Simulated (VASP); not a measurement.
Wanted: the native input for a VASP 6.6.1 run.

```yaml
Task: single point
Functional: PBEsol
Potentials_or_basis: VASP PAW PBE potentials, release 64 (Ti_sv, Al)
Cutoff: 520 eV
k_mesh: 14 × 14 × 14
Occupations: gaussian, width 0.1 eV
Spin: no spin polarisation
Dipole_correction: no
Further_INCAR_settings: ALGO = Normal; EDIFF = 1e-07; NBANDS = 14
```

The structure of TiAl lies in POSCAR:

```
TiAl
1.0
    3.1560751060      0.0000000000      0.0000000000
    0.0000000000      3.1560751060      0.0000000000
    0.0000000000      0.0000000000      3.1560751060
Ti Al
1 1
Direct
    0.0000000000      0.0000000000      0.0000000000
    0.5000000000      0.5000000000      0.5000000000
```

One way to write it, as run:

INCAR

```
SYSTEM = TiAl
PREC = Accurate ; ENCUT = 520
EDIFF = 1E-7 ; ISMEAR = 0
SIGMA = 0.1 ; LREAL = .False.
LASPH = .True. ; NELM = 60
ALGO = Normal ; ISIF = 2
LWAVE = .False. ; LCHARG = .False.
GGA = PS ; NBANDS = 14
```

KPOINTS

```
regular mesh
0
Gamma
  14 14 14
  0 0 0
```

Potentials or basis: VASP PAW PBE potentials, release 64 (Ti_sv, Al).

Launch:

```sh
$ cat potpaw_PBE.64/Ti_sv/POTCAR potpaw_PBE.64/Al/POTCAR > POTCAR
$ mpirun -np 1 vasp_std > vasp.out
```

It gave:

```yaml
Pressure: 0.1 GPa
Band_gap_on_the_k_mesh: zero (an odd number of electrons rules out a gap without spin polarisation)
```

Caveat: the PAW data sets were made with another functional, which shifts forces and pressure a little.

Wall time 41 s on 1 thread of Intel Xeon 8259CL (shared host), peak memory 0.18 GiB.
